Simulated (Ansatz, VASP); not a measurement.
# Ge in VASP and in Ansatz

```xyz
4
Lattice="1.9608 -5.2124 0.0000 1.9608 5.2124 0.0000 0.0000 0.0000 5.7134" Properties=species:S:1:pos:R:3 pbc="T T T"
Ge    1.9608    0.0000    4.5164
Ge    1.9608    0.0000    1.1970
Ge    1.9608    1.8479    2.8567
Ge    1.9608   -1.8479    2.8567
```

Alike in both runs: functional PBE; k mesh 6 × 6 × 4; occupations gaussian, width 0.1 eV; no spin polarisation.

Ansatz relaxed the structure, and its values are those at the end. VASP's run is a single point on that final structure, the one shown.

|  | VASP | Ansatz |
| --- | --- | --- |
| version | VASP 6.6.1 | Ansatz 0.2.0 |
| potentials or method | VASP PAW PBE potentials, release 64 (Ge_d), cutoff 520 eV | scalar-relativistic, plane waves, PAW |
| valence electrons in the cell | 56 | 56 |

Ansatz gave:

```
gap on the k mesh at the Fermi level (eV) : none
pressure (GPa)                            : 0.0
rms of the force components (eV/Å)        : 0.013
```

**Question.** Which values does VASP return?

**Answer.** gap on the k mesh at the Fermi level (eV): none; pressure (GPa): 0.0; rms of the force components (eV/Å): 0.011.

A gap of «none» marks a metal or a gap that the smearing closes.
